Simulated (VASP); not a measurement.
# Au (P-3m1) in VASP: single point with r2SCAN

Aim: the single point of Au with r2SCAN.

Everything below comes from runs of VASP 6.6.1. Logs are shortened: lines on timing, memory, paths and dates and some standing lists are left out, and cuts for length are marked.

## 1. The cell of the first run

The structure is trigonal, space group P-3m1 (No. 164). Conventional cell: a = 2.900 Å, b = 2.900 Å, c = 4.880 Å, α = 90.00°, β = 90.00°, γ = 120.00°. Au (site symmetry 3m) has 12 Au at 2.80 to 3.13 Å within 3.7 Å.

## 2. Single point, r2SCAN (atom 1 (Au) moved by (+0.000, -0.200) A along [1 1 0] and z)

POSCAR reads:

```
Au
1.0
    2.8999984104      0.0000000000      0.0000000000
   -1.4499992052      2.5114722944      0.0000000000
    0.0000000000      0.0000000000      4.8800000000
Au
2
Direct
    0.3333333333      0.6666666667      0.7090163934
    0.6666666667      0.3333333333      0.2500000000
```

INCAR.step1 reads:

```
SYSTEM = Au
PREC = Accurate
ENCUT = 550
ISMEAR = 0
SIGMA = 0.15
LREAL = .False.
LASPH = .True.
NELM = 120
NBANDS = 18
GGA = PE
ALGO = Normal
EDIFF = 1E-5
LWAVE = .True.
LCHARG = .False.
GGA_COMPAT = .False.
```

INCAR.step2 reads:

```
SYSTEM = Au
PREC = Accurate
ENCUT = 550
EDIFF = 1E-6
ISMEAR = 0
SIGMA = 0.15
LREAL = .False.
LASPH = .True.
NELM = 120
ALGO = Normal
ISIF = 2
LWAVE = .False.
LCHARG = .False.
METAGGA = R2SCAN
LMIXTAU = .True.
NBANDS = 18
ISTART = 1
GGA_COMPAT = .False.
```

KPOINTS reads:

```
Automatic mesh
0
Gamma
  18 18 10
  0 0 0
```

Potentials or basis: VASP PAW PBE potentials, release 64 (Au).

On the command line:

```console
$ cat potpaw_PBE.64/Au/POTCAR > POTCAR
$ cp INCAR.step1 INCAR
$ mpirun -np 1 vasp_std > vasp.out
$ cp INCAR.step2 INCAR
$ mpirun -np 1 vasp_std > vasp.out
```

OUTCAR:

```text
SYSTEM = Au
   PREC = Accurate
   ENCUT = 550
   EDIFF = 1E-6
   ISMEAR = 0
   LREAL = .False.
   LASPH = .True.
   NELM = 120
   ISIF = 2
   METAGGA = R2SCAN
   ISTART = 1

 ion  position               nearest neighbor table
   1  0.333  0.667  0.709-   2 2.80   2 2.80   2 2.80   2 3.13   2 3.13   2 3.13
   2  0.667  0.333  0.250-   1 2.80   1 2.80   1 2.80   1 3.13   1 3.13   1 3.13

  LATTYP: Found a hexagonal cell.
 ALAT       =     2.8999984104
 C/A-ratio  =     1.6827595431

  Lattice vectors:

 A1 = (   2.8999984104,   0.0000000000,   0.0000000000)
 A2 = (  -1.4499992052,   2.5114722944,   0.0000000000)
 A3 = (   0.0000000000,   0.0000000000,   4.8800000000)

Analysis of symmetry for initial positions (statically):
=====================================================================
 Subroutine PRICEL returns:
 Original cell was already a primitive cell.

 Routine SETGRP: Setting up the symmetry group for a
 hexagonal supercell.

 Subroutine GETGRP returns: Found 12 space group operations
 (whereof  6 operations were pure point group operations)
 out of a pool of 24 trial point group operations.

The static configuration has the point symmetry C_3v.
 The point group associated with its full space group is D_3d.

Analysis of symmetry for dynamics (positions and initial velocities):
=====================================================================
 Subroutine PRICEL returns:
 Original cell was already a primitive cell.

 Routine SETGRP: Setting up the symmetry group for a
 hexagonal supercell.

 Subroutine GETGRP returns: Found 12 space group operations
 (whereof  6 operations were pure point group operations)
 out of a pool of 24 trial point group operations.

The dynamic configuration has the point symmetry C_3v.
 The point group associated with its full space group is D_3d.

 Subroutine INISYM returns: Found 12 space group operations
 (whereof  6 operations are pure point group operations),
 and found     1 'primitive' translations

----------------------------------------------------------------------------------------

                                     Primitive cell

  volume of cell :      35.5423

  direct lattice vectors                    reciprocal lattice vectors
     2.899998410  0.000000000  0.000000000     0.344827775  0.199086409  0.000000000
    -1.449999205  2.511472294  0.000000000     0.000000000  0.398172818  0.000000000
     0.000000000  0.000000000  4.880000000     0.000000000  0.000000000  0.204918033

  length of vectors
     2.899998410  2.899998410  4.880000000     0.398172818  0.398172818  0.204918033

  position of ions in fractional coordinates (direct lattice)
     0.333333333  0.666666667  0.709016393
     0.666666667  0.333333333  0.250000000

  ion indices of the primitive-cell ions
   primitive index   ion index
                 1           1
                 2           2

----------------------------------------------------------------------------------------

 KPOINTS: Automatic mesh

Automatic generation of k-mesh.
 Grid dimensions read from file:
 generate k-points for:   18   18   10

 Generating k-lattice:

  Cartesian coordinates                     Fractional coordinates (reciprocal lattice)
     0.019157099  0.011060356  0.000000000     0.055555556  0.000000000  0.000000000
     0.000000000  0.022120712  0.000000000     0.000000000  0.055555556  0.000000000
     0.000000000  0.000000000  0.020491803     0.000000000  0.000000000  0.100000000

  Length of vectors
     0.022120712  0.022120712  0.020491803

  Shift w.r.t. Gamma in fractional coordinates (k-lattice)
     0.000000000  0.000000000  0.000000000

 Subroutine IBZKPT returns following result:
 ===========================================

 Found    330 irreducible k-points:

 Following reciprocal coordinates:
            Coordinates               Weight
  0.000000  0.000000  0.000000      1.000000
  0.055556  0.000000  0.000000      6.000000
  0.111111  0.000000  0.000000      6.000000
  0.166667  0.000000  0.000000      6.000000
  0.222222 -0.000000  0.000000      6.000000
  0.277778 -0.000000  0.000000      6.000000
[... 16 lines left out ...]
  0.333333  0.111111  0.000000     12.000000
  0.388889  0.111111  0.000000     12.000000
 [... further k-points ...]
   k-points           NKPTS =    330   k-points in BZ     NKDIM =    330   number of bands    NBANDS=     18
   number of dos      NEDOS =    301   number of ions     NIONS =      2
   total plane-waves  NPLWV =  23040
   dimension x,y,z NGX =    24 NGY =   24 NGZ =   40
   dimension x,y,z NGXF=    48 NGYF=   48 NGZF=   80
   ions per type =               2
   NGX,Y,Z   is equivalent  to a cutoff of  13.76, 13.76, 13.63 a.u.
   NGXF,Y,Z  is equivalent  to a cutoff of  27.52, 27.52, 27.25 a.u.
 SYSTEM =  Au
   PREC   = accura    normal or accurate (medium, high low for compatibility)
   ISTART =      1    job   : 0-new  1-cont  2-samecut
   ICHARG =      0    charge: 1-file 2-atom 10-const
   ISPIN  =      1    spin polarized calculation?
   LNONCOLLINEAR =      F non collinear calculations
   LSORBIT =      F    spin-orbit coupling
   LASPH  =      T    aspherical Exc in radial PAW
   ENCUT  =  550.0 eV  40.42 Ry    6.36 a.u.   5.55  5.55  9.33*2*pi/ulx,y,z
   NELM   =    120;   NELMIN=  2; NELMDL=  0     # of ELM steps
   EDIFF  = 0.1E-05   stopping-criterion for ELM
   LREAL  =      F    real-space projection
   EDIFFG = 0.1E-04   stopping-criterion for IOM
   NSW    =      0    number of steps for IOM
   IBRION =     -1    ionic relax: 0-MD 1-quasi-New 2-CG
   NFREE  =      0    steps in history (QN), initial steepest desc. (CG)
   ISIF   =      2    stress and relaxation
   ISYM   =      2    0-nonsym 1-usesym 2-fastsym
   POTIM  = 0.5000    time-step for ionic-motion
   TEBEG  =    0.0;   TEEND  =   0.0 temperature during run
   PSTRESS=    0.0 pullay stress
   NELECT =      22.0000    total number of electrons
   NUPDOWN=      -1.0000    fix difference up-down
   EMIN   =  10.00;   EMAX   =-10.00  energy-range for DOS
   EFERMI =   0.00;   METHOD = LEGACY
   ISMEAR =     0;   SIGMA  =   0.15  broadening in eV -4-tet -1-fermi 0-gaus
   EFERMI_NEDOS =   21; number of points for ismear=-14 and -15
   IALGO  =     38    algorithm
   IMIX   =      4    mixing-type and parameters
     AMIX     =   0.40;   BMIX     =  1.00
     AMIX_MAG =   1.60;   BMIX_MAG =  1.00
  volume/ion in A,a.u.               =      17.77       119.93
  Fermi-wavevector in a.u.,A,eV,Ry     =   1.395191  2.636529 26.484537  1.946559
  Thomas-Fermi vector in A             =   2.518667
   LORBIT       =      0    0 simple, 1 ext, 2 COOP (PROOUT), +10 PAW based schemes
   METAGGA = R2SCAN    functional components
   LHFCALC =     F    Hartree Fock is set to
   AEXX    =    0.0000 exact exchange contribution
   IVDW    =     0    specifies the selected vdW correction
   LEPSILON=     F    determine dielectric tensor
   LRPA    =     F    only Hartree local field effects (RPA)
 non-spin polarized calculation
 Gauss-broadening in eV      SIGMA  =   0.15
  energy-cutoff  :      550.00
  volume of cell :       35.54
 maximum number of plane-waves:      1065
 NGX is ok and might be reduce to    24
   NGX = 11   NGY = 11   NGZ = 19

 number of electron      22.0000002 magnetization

 Free energy of the ion-electron system (eV)
  ---------------------------------------------------
  ext. energy  EPLUGINS =         0.00000000
  ---------------------------------------------------
  free energy    TOTEN  =      -101.04556466 eV

  energy without entropy =     -101.03686163  energy(sigma->0) =     -101.04121315

 E-fermi :   8.6655     XC(G=0): -13.3063

 val. band max:        8.6472023889   @ k =  -0.0556   0.3889   0.4000
 cond. band min:       8.6729429911   @ k =   0.3333   0.1111   0.5000
 fundamental gap:      0.0257406022
 Fermi energy:         8.6655163923

 k-point     1 :       0.0000    0.0000    0.0000
  band No.  band energies     occupation
      1      -1.0509      2.00000
      2       1.2723      2.00000
      3       3.8118      2.00000
      4       3.9452      2.00000
      5       3.9452      2.00000
      6       4.1699      2.00000
[... 10 lines left out ...]
     17      27.5945      0.00000
     18      27.5945      0.00000

 k-point     2 :       0.0556    0.0000    0.0000
  band No.  band energies     occupation
      1      -0.9526      2.00000
      2       1.3522      2.00000
      3       3.7322      2.00000
      4       4.0077      2.00000
      5       4.0138      2.00000
      6       4.1349      2.00000
[... 10 lines left out ...]
     17      27.0263      0.00000
     18      27.2092      0.00000

 k-point     3 :       0.1111    0.0000    0.0000
  band No.  band energies     occupation
      1      -0.6645      2.00000
      2       1.5763      2.00000
      3       3.5829      2.00000
      4       3.9956      2.00000
      5       4.1876      2.00000
      6       4.1896      2.00000
[... 10 lines left out ...]
     17      26.0090      0.00000
     18      27.3552      0.00000

 k-point     4 :       0.1667    0.0000    0.0000
  band No.  band energies     occupation
      1      -0.2102      2.00000
      2       1.8842      2.00000
      3       3.4271      2.00000
      4       3.8244      2.00000
      5       4.3747      2.00000
      6       4.3879      2.00000
[... 375 lines left out ...]
      4       3.6682      2.00000
      5       3.9639      2.00000
      6       4.1672      2.00000
[... 10 lines left out ...]
     17      23.2766      0.00000
     18      24.9293      0.00000

 k-point    23 :       0.3333    0.1111    0.0000
  band No.  band energies     occupation
      1       1.9130      2.00000
      2       2.1449      2.00000
      3       2.5036      2.00000
      4       3.8086      2.00000
      5       4.1868      2.00000
      6       4.3245      2.00000
[... 10 lines left out ...]
     17      22.2085      0.00000
     18      24.3505      0.00000

 k-point    24 :       0.3889    0.1111    0.0000
  band No.  band energies     occupation
      1       1.9878      2.00000
      2       2.0553      2.00000
      3       2.3537      2.00000
      4       3.8237      2.00000
      5       4.2074      2.00000
      6       4.5676      2.00000
[... 10 lines left out ...]
     17      21.3195      0.00000
     18      24.0108      0.00000

 [... further k-points ...]

------------------------ aborting loop because EDIFF is reached ----------------------------------------

  FORCE on cell =-STRESS in cart. coord.  units (eV):
  Direction    XX          YY          ZZ          XY          YZ          ZX
  --------------------------------------------------------------------------------------
  -------------------------------------------------------------------------------------
  Total        0.3032042      0.3032042      0.8141243      0.0000000     -0.0000000      0.0000000
  in kB       13.6678371     13.6678371     36.6990910      0.0000000     -0.0000000      0.0000000
  external PRESSURE =      21.3449217 kB  Pullay stress =       0.0000000 kB

 VOLUME and BASIS-vectors are now :
 -----------------------------------------------------------------------------
  energy-cutoff  :      550.00
  volume of cell :       35.54
      direct lattice vectors                 reciprocal lattice vectors
     2.899998410  0.000000000  0.000000000     0.344827775  0.199086409  0.000000000
    -1.449999205  2.511472294  0.000000000     0.000000000  0.398172818  0.000000000
     0.000000000  0.000000000  4.880000000     0.000000000  0.000000000  0.204918033

 POSITION                                       TOTAL-FORCE (eV/Angst)
 -----------------------------------------------------------------------------------
     -0.00000      1.67431      3.46000        -0.000000      0.000000      1.345812
      1.45000      0.83716      1.22000         0.000000     -0.000000     -1.345812
 -----------------------------------------------------------------------------------
    total drift:                                0.000000      0.000000      0.000001

  FREE ENERGIE OF THE ION-ELECTRON SYSTEM (eV)
  ---------------------------------------------------
  free  energy   TOTEN  =      -101.0455646641 eV

  energy  without entropy=     -101.0368616301  energy(sigma->0) =     -101.04121315
```

It took 20 min on 1 thread of Oxide Virtual Turin-like, shared host; peak memory 0.28 GiB.

Results:

```yaml
Free_energy: -101.0456 eV
Pressure: 2.1 GPa
Largest_force: 1.346 eV/Å
Band_gap_on_the_k_mesh: zero (bands 11 and 12 overlap by 6.78 eV)
```

Forces on the atoms (eV/Å):
```
Au   0.000  0.000  1.346
Au   0.000  0.000 -1.346
```

Caveat: the cell differs from its parent crystal (atom 1 (Au) moved by (+0.000, -0.200) A along [1 1 0] and z); the PAW data sets were made with another functional, which shifts forces and pressure a little; spin-orbit coupling is left out, which moves the levels of the heavy elements.

The gap in the log of VASP goes by the Fermi energy; the results here count the filled bands.